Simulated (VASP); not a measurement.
# CoSi2 (Fm-3m) in VASP: notebook

CoSi2 is run at these levels: PBEsol; tasks: single point.

All numbers are computed with VASP 6.6.1; they aren't measurements. Logs are shortened: lines on timing, memory, paths and dates and some standing lists are left out, and cuts for length are marked.

## Step 1: The cell of the first run

It takes space group Fm-3m (No. 225, cubic). Conventional cell: a = 5.134 Å, b = 5.134 Å, c = 5.134 Å, α = 90.00°, β = 90.00°, γ = 90.00°. Co (site symmetry m-3m) has 8 Si at 2.22 Å within 2.9 Å. Si (site symmetry -43m) has 4 Co at 2.22 Å and 6 Si at 2.57 Å within 2.9 Å.

## Step 2: Single point, PBEsol

The input, INCAR:

```
SYSTEM = CoSi2
  PREC = Accurate
  ENCUT = 520
  EDIFF = 1E-6
  ISMEAR = 0
  SIGMA = 0.1
  LREAL = .False.
  LASPH = .True.
  NELM = 60
  ALGO = Normal
  ISIF = 2
  LWAVE = .False.
  LCHARG = .False.
  GGA = PS
  NBANDS = 16
```

The input, KPOINTS:

```
regular mesh
0
Gamma
  14 14 14
  0 0 0
```

The input, POSCAR:

```
CoSi2
1.0
    0.0000000000      2.5669328587      2.5669328587
    2.5669328587      0.0000000000      2.5669328587
    2.5669328587      2.5669328587      0.0000000000
Co Si
1 2
Direct
    0.0000000000      0.0000000000      0.0000000000
    0.2500000000      0.2500000000      0.2500000000
    0.7500000000      0.7500000000      0.7500000000
```

Potentials or basis: VASP PAW PBE potentials, release 64 (Co, Si).

On the command line:

```sh
$ cat potpaw_PBE.64/Co/POTCAR potpaw_PBE.64/Si/POTCAR > POTCAR
$ mpirun -np 1 vasp_std > vasp.out
```

OUTCAR:

```text
SYSTEM = CoSi2
   PREC = Accurate
   ENCUT = 520
   EDIFF = 1E-6
   ISMEAR = 0
   LREAL = .False.
   LASPH = .True.
   NELM = 60
   ISIF = 2
   GGA = PS

 ion  position               nearest neighbor table
   1  0.000  0.000  0.000-   2 2.22   3 2.22   3 2.22   3 2.22   3 2.22   2 2.22   2 2.22   2 2.22

   2  0.250  0.250  0.250-   1 2.22   1 2.22   1 2.22   1 2.22   3 2.57   3 2.57   3 2.57   3 2.57
                             3 2.57   3 2.57
   3  0.750  0.750  0.750-   1 2.22   1 2.22   1 2.22   1 2.22   2 2.57   2 2.57   2 2.57   2 2.57
                             2 2.57   2 2.57

  LATTYP: Found a face centered cubic cell.
 ALAT       =     5.1338657174

  Lattice vectors:

 A1 = (   0.0000000000,   2.5669328587,   2.5669328587)
 A2 = (   2.5669328587,   0.0000000000,   2.5669328587)
 A3 = (   2.5669328587,   2.5669328587,   0.0000000000)

Analysis of symmetry for initial positions (statically):
=====================================================================
 Subroutine PRICEL returns:
 Original cell was already a primitive cell.

 Routine SETGRP: Setting up the symmetry group for a
 face centered cubic supercell.

 Subroutine GETGRP returns: Found 48 space group operations
 (whereof 48 operations were pure point group operations)
 out of a pool of 48 trial point group operations.

The static configuration has the point symmetry O_h .

Analysis of symmetry for dynamics (positions and initial velocities):
=====================================================================
 Subroutine PRICEL returns:
 Original cell was already a primitive cell.

 Routine SETGRP: Setting up the symmetry group for a
 face centered cubic supercell.

 Subroutine GETGRP returns: Found 48 space group operations
 (whereof 48 operations were pure point group operations)
 out of a pool of 48 trial point group operations.

The dynamic configuration has the point symmetry O_h .

 Subroutine INISYM returns: Found 48 space group operations
 (whereof 48 operations are pure point group operations),
 and found     1 'primitive' translations

----------------------------------------------------------------------------------------

                                     Primitive cell

  volume of cell :      33.8278

  direct lattice vectors                    reciprocal lattice vectors
     0.000000000  2.566932859  2.566932859    -0.194784993  0.194784993  0.194784993
[... 89 lines left out ...]
   LREAL  =      F    real-space projection
   EDIFFG = 0.1E-04   stopping-criterion for IOM
   NSW    =      0    number of steps for IOM
   IBRION =     -1    ionic relax: 0-MD 1-quasi-New 2-CG
   NFREE  =      0    steps in history (QN), initial steepest desc. (CG)
   ISIF   =      2    stress and relaxation
   ISYM   =      2    0-nonsym 1-usesym 2-fastsym
   POTIM  = 0.5000    time-step for ionic-motion
   TEBEG  =    0.0;   TEEND  =   0.0 temperature during run
   PSTRESS=    0.0 pullay stress
   NELECT =      17.0000    total number of electrons
   NUPDOWN=      -1.0000    fix difference up-down
   EMIN   =  10.00;   EMAX   =-10.00  energy-range for DOS
   EFERMI =   0.00;   METHOD = LEGACY
   ISMEAR =     0;   SIGMA  =   0.10  broadening in eV -4-tet -1-fermi 0-gaus
   EFERMI_NEDOS =   21; number of points for ismear=-14 and -15
   IALGO  =     38    algorithm
   IMIX   =      4    mixing-type and parameters
     AMIX     =   0.40;   BMIX     =  1.00
     AMIX_MAG =   1.60;   BMIX_MAG =  1.00
  volume/ion in A,a.u.               =      11.28        76.09
  Fermi-wavevector in a.u.,A,eV,Ry     =   1.301567  2.459606 23.049323  1.694077
  Thomas-Fermi vector in A             =   2.432692
   LORBIT       =      0    0 simple, 1 ext, 2 COOP (PROOUT), +10 PAW based schemes
   GGA     = PS    functional components
   LHFCALC =     F    Hartree Fock is set to
   AEXX    =    0.0000 exact exchange contribution
   IVDW    =     0    specifies the selected vdW correction
   LEPSILON=     F    determine dielectric tensor
   LRPA    =     F    only Hartree local field effects (RPA)
 non-spin polarized calculation
 Gauss-broadening in eV      SIGMA  =   0.10
  energy-cutoff  :      520.00
  volume of cell :       33.83
 maximum number of plane-waves:       941
   NGX = 13   NGY = 13   NGZ = 13

 number of electron      16.9999994 magnetization

 Free energy of the ion-electron system (eV)
  ---------------------------------------------------
  ext. energy  EPLUGINS =         0.00000000
  ---------------------------------------------------
  free energy    TOTEN  =       -20.72041929 eV

  energy without entropy =      -20.71553900  energy(sigma->0) =      -20.71797915

 E-fermi :  11.8246     XC(G=0): -12.4475

 val. band max:       11.8147109395   @ k =   0.3571   0.0714   0.0000
 cond. band min:      11.8410351606   @ k =   0.4286   0.2143   0.0714
 fundamental gap:      0.0263242211
 Fermi energy:        11.8246099556

 k-point     1 :       0.0000    0.0000    0.0000
  band No.  band energies     occupation
      1      -2.3386      2.00000
      2       7.1155      2.00000
      3       7.1155      2.00000
      4       7.1155      2.00000
      5       9.4333      2.00000
      6       9.4333      2.00000
[... 433 lines left out ...]
      3       7.2943      2.00000
      4       7.3546      2.00000
      5       8.5417      2.00000
      6       9.6592      2.00000
[... 8 lines left out ...]
     15      20.6742      0.00000
     16      21.1529      0.00000

 [... further k-points ...]

------------------------ aborting loop because EDIFF is reached ----------------------------------------

  FORCE on cell =-STRESS in cart. coord.  units (eV):
  Direction    XX          YY          ZZ          XY          YZ          ZX
  --------------------------------------------------------------------------------------
  -------------------------------------------------------------------------------------
  Total        5.3253389      5.3253389      5.3253389      0.0000000      0.0000000      0.0000000
  in kB      252.2227812    252.2227812    252.2227812      0.0000000      0.0000000      0.0000000
  external PRESSURE =     252.2227812 kB  Pullay stress =       0.0000000 kB

 VOLUME and BASIS-vectors are now :
 -----------------------------------------------------------------------------
  energy-cutoff  :      520.00
  volume of cell :       33.83
      direct lattice vectors                 reciprocal lattice vectors
     0.000000000  2.566932859  2.566932859    -0.194784993  0.194784993  0.194784993
     2.566932859  0.000000000  2.566932859     0.194784993 -0.194784993  0.194784993
     2.566932859  2.566932859  0.000000000     0.194784993  0.194784993 -0.194784993

 POSITION                                       TOTAL-FORCE (eV/Angst)
 -----------------------------------------------------------------------------------
      0.00000      0.00000      0.00000         0.000000     -0.000000     -0.000000
      1.28347      1.28347      1.28347        -0.000000     -0.000000     -0.000000
      3.85040      3.85040      3.85040         0.000000      0.000000      0.000000
 -----------------------------------------------------------------------------------
    total drift:                               -0.000000     -0.000000      0.000000

  FREE ENERGIE OF THE ION-ELECTRON SYSTEM (eV)
  ---------------------------------------------------
  free  energy   TOTEN  =       -20.7204192941 eV

  energy  without entropy=      -20.7155389964  energy(sigma->0) =      -20.71797915
```

OSZICAR:

```text
N       E                     dE             d eps       ncg     rms          rms(c)
DAV:   1     0.623958964468E+02    0.62396E+02   -0.69106E+03  3360   0.104E+03
DAV:   2    -0.190273125063E+02   -0.81423E+02   -0.72952E+02  3688   0.209E+02
DAV:   3    -0.222680005642E+02   -0.32407E+01   -0.31925E+01  4376   0.462E+01
DAV:   4    -0.223218646987E+02   -0.53864E-01   -0.53840E-01  3984   0.574E+00
DAV:   5    -0.223235723642E+02   -0.17077E-02   -0.17076E-02  4360   0.103E+00    0.170E+01
DAV:   6    -0.247557247792E+02   -0.24322E+01   -0.22260E+01  3640   0.101E+02    0.149E+01
DAV:   7    -0.208068946280E+02    0.39488E+01   -0.10127E+01  4224   0.793E+01    0.441E+00
DAV:   8    -0.207475443829E+02    0.59350E-01   -0.54993E-01  3640   0.447E+00    0.172E+00
DAV:   9    -0.207206250195E+02    0.26919E-01   -0.74233E-02  4160   0.536E+00    0.500E-01
DAV:  10    -0.207208988150E+02   -0.27380E-03   -0.79966E-03  4552   0.153E+00    0.240E-01
DAV:  11    -0.207204103011E+02    0.48851E-03   -0.15414E-03  4176   0.806E-01    0.328E-02
DAV:  12    -0.207204209719E+02   -0.10671E-04   -0.80781E-05  3824   0.655E-02    0.137E-02
DAV:  13    -0.207204190629E+02    0.19090E-05   -0.48899E-06  4568   0.390E-02    0.462E-03
DAV:  14    -0.207204192941E+02   -0.23116E-06   -0.33592E-07  2056   0.583E-03
   1 F= -.20720419E+02 E0= -.20717979E+02  d E =-.488030E-02
```

stdout:

```text
POSCAR found type information on POSCAR CoSi
 POSCAR found :  2 types and       3 ions
 scaLAPACK will be used
 -----------------------------------------------------------------------------
|                                                                             |
|                                                                             |
|     You enforced a specific xc type in the INCAR file but a different       |
|     I HOPE YOU KNOW WHAT YOU ARE DOING!                                     |
|                                                                             |
 -----------------------------------------------------------------------------

 LDA part: xc-table for (Slater+PW92), standard interpolation
 POSCAR, INCAR and KPOINTS ok, starting setup
 FFT: planning ... GRIDC
 FFT: planning ... GRID_SOFT
 FFT: planning ... GRID
 WAVECAR not read
 entering main loop
```

Wall time 44 s (1 thread of Intel Xeon Platinum 8488C (Sapphire Rapids), shared host); peak memory 0.19 GiB.

Results:

```yaml
Free_energy: -20.7204 eV
Pressure: 25.2 GPa
Band_gap_on_the_k_mesh: zero (an odd number of electrons rules out a gap without spin polarisation)
```

Levels at points of the mesh, in eV from the Fermi level:
```
           k point  band 6  band 7  band 8  band 9  band 10  band 11  band 12  band 13
(0.00, 0.00, 0.00)   -2.39    2.11    3.42    3.42     3.42     3.95     3.95     3.95
(0.50, 0.00, 0.00)   -2.03   -2.03   -0.54   -0.54     3.04     3.80     3.80     5.51
(0.50, 0.50, 0.00)   -2.37   -2.37   -2.34   -1.67     2.13     2.92     8.70    10.92
```

Caveat: the cell stands under pressure; the PAW data sets were made with another functional, which shifts forces and pressure a little; the run has no spin polarisation, though such a crystal can be magnetic. Spin polarisation is off, so any magnetic state and its effect on volume and gap are missing.

## Step 3: Single point, PBEsol

This run uses another cell than the first one, of 11.83 Å³/atom.

The input, INCAR:

```
PREC = Accurate
ENCUT = 520
EDIFF = 1E-6
ISMEAR = 0
SIGMA = 0.1
LREAL = False
LASPH = True
NELM = 100
ALGO = Normal
ISIF = 2
LWAVE = False
LCHARG = True
GGA = PS
LELF = True
LVHAR = True
NBANDS = 16
```

The input, KPOINTS:

```
Automatic mesh
0
Gamma
  14 14 14
```

The input, POSCAR:

```
CoSi2
1.0
    0.0000000000      2.6082112821      2.6082112821
    2.6082112821      0.0000000000      2.6082112821
    2.6082112821      2.6082112821      0.0000000000
Co Si
1 2
Direct
    0.0000000000      0.0000000000      0.0000000000
    0.2500000000      0.2500000000      0.2500000000
    0.7500000000      0.7500000000      0.7500000000
```

Potentials or basis: VASP PAW PBE potentials, release 64 (Co, Si).

On the command line:

```sh
$ cat potpaw_PBE.64/Co/POTCAR potpaw_PBE.64/Si/POTCAR > POTCAR
$ mpirun -np 1 vasp_std > vasp.out
```

OUTCAR:

```text
PREC = Accurate
   ENCUT = 520
   EDIFF = 1E-6
   ISMEAR = 0
   LREAL = False
   LASPH = True
   NELM = 100
   ISIF = 2
   GGA = PS

 ion  position               nearest neighbor table
   1  0.000  0.000  0.000-   3 2.26   3 2.26   3 2.26   2 2.26   3 2.26   2 2.26   2 2.26   2 2.26

   2  0.250  0.250  0.250-   1 2.26   1 2.26   1 2.26   1 2.26   3 2.61   3 2.61   3 2.61   3 2.61
                             3 2.61   3 2.61
   3  0.750  0.750  0.750-   1 2.26   1 2.26   1 2.26   1 2.26   2 2.61   2 2.61   2 2.61   2 2.61
                             2 2.61   2 2.61

  LATTYP: Found a face centered cubic cell.
 ALAT       =     5.2164225642

  Lattice vectors:

 A1 = (   0.0000000000,   2.6082112821,   2.6082112821)
 A2 = (   2.6082112821,   0.0000000000,   2.6082112821)
 A3 = (   2.6082112821,   2.6082112821,   0.0000000000)

Analysis of symmetry for initial positions (statically):
=====================================================================
 Subroutine PRICEL returns:
 Original cell was already a primitive cell.

 Routine SETGRP: Setting up the symmetry group for a
 face centered cubic supercell.

 Subroutine GETGRP returns: Found 48 space group operations
 (whereof 48 operations were pure point group operations)
 out of a pool of 48 trial point group operations.

The static configuration has the point symmetry O_h .

Analysis of symmetry for dynamics (positions and initial velocities):
=====================================================================
 Subroutine PRICEL returns:
 Original cell was already a primitive cell.

 Routine SETGRP: Setting up the symmetry group for a
 face centered cubic supercell.

 Subroutine GETGRP returns: Found 48 space group operations
 (whereof 48 operations were pure point group operations)
 out of a pool of 48 trial point group operations.

The dynamic configuration has the point symmetry O_h .

 Subroutine INISYM returns: Found 48 space group operations
 (whereof 48 operations are pure point group operations),
 and found     1 'primitive' translations

[... 117 lines left out ...]
  volume/ion in A,a.u.               =      11.83        79.82
  Fermi-wavevector in a.u.,A,eV,Ry     =   1.280968  2.420679 22.325524  1.640880
  Thomas-Fermi vector in A             =   2.413365
   LORBIT       =      0    0 simple, 1 ext, 2 COOP (PROOUT), +10 PAW based schemes
   GGA     = PS    functional components
   LHFCALC =     F    Hartree Fock is set to
   AEXX    =    0.0000 exact exchange contribution
   IVDW    =     0    specifies the selected vdW correction
   LEPSILON=     F    determine dielectric tensor
   LRPA    =     F    only Hartree local field effects (RPA)
 non-spin polarized calculation
 Gauss-broadening in eV      SIGMA  =   0.10
  energy-cutoff  :      520.00
  volume of cell :       35.49
 maximum number of plane-waves:       982
   NGX = 13   NGY = 13   NGZ = 13

 number of electron      17.0000003 magnetization

 Free energy of the ion-electron system (eV)
  ---------------------------------------------------
  ext. energy  EPLUGINS =         0.00000000
  ---------------------------------------------------
  free energy    TOTEN  =       -20.91147654 eV

  energy without entropy =      -20.90649601  energy(sigma->0) =      -20.90898627

 E-fermi :  11.1188     XC(G=0): -12.2219

 val. band max:       11.1177952979   @ k =   0.3571   0.0714   0.0000
 cond. band min:      11.1270944819   @ k =   0.4286   0.2143   0.0714
 fundamental gap:      0.0092991840
 Fermi energy:        11.1188377143

 k-point     1 :       0.0000    0.0000    0.0000
  band No.  band energies     occupation
      1      -2.6477      2.00000
      2       6.6495      2.00000
      3       6.6495      2.00000
      4       6.6495      2.00000
      5       8.9163      2.00000
      6       8.9163      2.00000
[... 433 lines left out ...]
      3       6.8118      2.00000
      4       6.8780      2.00000
      5       8.0479      2.00000
      6       9.1224      2.00000
[... 8 lines left out ...]
     15      19.7571      0.00000
     16      20.1363      0.00000

 [... further k-points ...]

------------------------ aborting loop because EDIFF is reached ----------------------------------------

  FORCE on cell =-STRESS in cart. coord.  units (eV):
  Direction    XX          YY          ZZ          XY          YZ          ZX
  --------------------------------------------------------------------------------------
  -------------------------------------------------------------------------------------
  Total        2.6947656      2.6947656      2.6947656      0.0000000      0.0000000     -0.0000000
  in kB      121.6671313    121.6671313    121.6671313      0.0000000      0.0000000     -0.0000000
  external PRESSURE =     121.6671313 kB  Pullay stress =       0.0000000 kB

 VOLUME and BASIS-vectors are now :
 -----------------------------------------------------------------------------
  energy-cutoff  :      520.00
  volume of cell :       35.49
      direct lattice vectors                 reciprocal lattice vectors
     0.000000000  2.608211282  2.608211282    -0.191702261  0.191702261  0.191702261
     2.608211282  0.000000000  2.608211282     0.191702261 -0.191702261  0.191702261
     2.608211282  2.608211282  0.000000000     0.191702261  0.191702261 -0.191702261

 POSITION                                       TOTAL-FORCE (eV/Angst)
 -----------------------------------------------------------------------------------
      0.00000      0.00000      0.00000         0.000000      0.000000     -0.000000
      1.30411      1.30411      1.30411        -0.000000     -0.000000      0.000000
      3.91232      3.91232      3.91232         0.000000     -0.000000     -0.000000
 -----------------------------------------------------------------------------------
    total drift:                               -0.000000     -0.000000      0.000000

  FREE ENERGIE OF THE ION-ELECTRON SYSTEM (eV)
  ---------------------------------------------------
  free  energy   TOTEN  =       -20.9114765370 eV

  energy  without entropy=      -20.9064960118  energy(sigma->0) =      -20.90898627
```

It took 39 s on 1 thread of Intel Xeon Platinum 8488C (Sapphire Rapids), shared host; peak memory 0.19 GiB.

Results:

| Quantity | Value |
| --- | --- |
| Free energy | -20.9115 eV |
| Pressure | 12.2 GPa |
| Band gap on the k mesh | zero (an odd number of electrons rules out a gap without spin polarisation) |

Levels at points of the mesh, in eV from the Fermi level:
| k point | band 5 | band 6 | band 7 | band 8 | band 9 | band 10 | band 11 | band 12 | band 13 | band 14 |
| --- | --- | --- | --- | --- | --- | --- | --- | --- | --- | --- |
| (0.00, 0.00, 0.00) | -2.20 | -2.20 | 1.59 | 3.42 | 3.42 | 3.42 | 3.74 | 3.74 | 3.74 | 6.00 |
| (0.50, 0.00, 0.00) | -2.40 | -1.88 | -1.88 | -0.52 | -0.52 | 2.89 | 3.65 | 3.65 | 5.05 | 10.71 |
| (0.50, 0.50, 0.00) | -3.90 | -2.22 | -2.22 | -2.18 | -1.54 | 1.91 | 2.90 | 8.65 | 10.40 | 10.40 |

Caveat: the cell stands under pressure; the PAW data sets were made with another functional, which shifts forces and pressure a little; the run has no spin polarisation, though such a crystal can be magnetic. Spin polarisation is off, so any magnetic state and its effect on volume and gap are missing.

[end of part 1 of 2]
